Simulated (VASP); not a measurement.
Set up this calculation in VASP 6.6.1, as the native input.

| Item | Value |
| --- | --- |
| Task | single point |
| Functional | r2SCAN |
| Potentials or basis | VASP PAW PBE potentials, release 64 (C_h, Si) |
| Cutoff | 1430 eV |
| k mesh | 10 × 10 × 10 |
| Occupations | gaussian, width 0.01 eV |
| Spin | no spin polarisation |
| Dipole correction | no |
| Further INCAR settings | ALGO = Normal; EDIFF = 1e-06; NBANDS = 16 |

Crystal: SiC3.

```xyz
4
Lattice="1.4154 0.8172 4.4277 -1.4154 0.8172 4.4277 0.0000 -1.6344 4.4277" Properties=species:S:1:pos:R:3 pbc="T T T"
C     1.4154    0.8172    4.5388
C     0.0000    0.0000    6.5128
C     0.0000    0.0000    5.0227
Si    0.0000    0.0000   11.5988
```

This cell differs from its parent crystal: uniaxial z strain -5.2%.

The input as run:

POSCAR

```
SiC3
1.0
    1.4154339593      0.8172011774      4.4276966196
   -1.4154339593      0.8172011774      4.4276966196
    0.0000000000     -1.6344023549      4.4276966196
C Si
3 1
Direct
    1.0083656995      0.0083656995      0.0083656995
    0.4903070679      0.4903070679      0.4903070679
    0.3781286560      0.3781286560      0.3781286560
    0.8731985767      0.8731985767      0.8731985767
```

INCAR.step1

```
SYSTEM = SiC3
PREC     = Accurate       ! precision mode
ENCUT    = 1430           ! plane-wave cutoff, eV
ISMEAR   = 0              ! smearing method
SIGMA    = 0.01           ! smearing width, eV
LREAL    = .False.        ! projectors in reciprocal space
LASPH    = .True.         ! aspherical terms in the spheres
NELM     = 120            ! most SCF steps
NBANDS   = 16             ! bands
GGA      = PE             ! functional
ALGO     = Normal         ! electronic algorithm
EDIFF    = 1E-5           ! SCF threshold, eV
LWAVE    = .True.         ! write WAVECAR
LCHARG   = .False.        ! write CHGCAR
GGA_COMPAT= .False.
```

INCAR.step2

```
SYSTEM = SiC3
PREC     = Accurate       ! precision mode
ENCUT    = 1430           ! plane-wave cutoff, eV
EDIFF    = 1E-6           ! SCF threshold, eV
ISMEAR   = 0              ! smearing method
SIGMA    = 0.01           ! smearing width, eV
LREAL    = .False.        ! projectors in reciprocal space
LASPH    = .True.         ! aspherical terms in the spheres
NELM     = 120            ! most SCF steps
ALGO     = Normal         ! electronic algorithm
ISIF     = 2              ! what is computed and relaxed
LWAVE    = .False.        ! write WAVECAR
LCHARG   = .True.         ! write CHGCAR
METAGGA  = R2SCAN         ! meta-GGA
LMIXTAU  = .True.       
LELF     = .True.         ! ELF
LVHAR    = .True.       
NBANDS   = 16             ! bands
ISTART   = 1            
GGA_COMPAT= .False.
```

KPOINTS

```
Automatic mesh
0
Gamma
  10 10 10
  0 0 0
```

Potentials or basis: VASP PAW PBE potentials, release 64 (C_h, Si).

Launch:

```sh
$ cat potpaw_PBE.64/C_h/POTCAR potpaw_PBE.64/Si/POTCAR > POTCAR
$ cp INCAR.step1 INCAR
$ mpirun -np 1 vasp_std > vasp.out
$ cp INCAR.step2 INCAR
$ mpirun -np 1 vasp_std > vasp.out
```

Results of the run:

| Property | Result |
| --- | --- |
| Pressure | 18.9 GPa |
| Largest force | 0.034 eV/Å |
| Band gap on the k mesh | 2.18 eV (least direct gap 3.69 eV) |

Caveat: the cell differs from its parent crystal (uniaxial z strain -5.2%); the stress differs along the axes, from 5 to 47 GPa; the PAW data sets were made with another functional, which shifts forces and pressure a little.

It took 14 min on 1 thread of Intel(R) Xeon(R) 6975P-C (Granite Rapids), with other jobs on the host, peak memory 0.67 GiB.
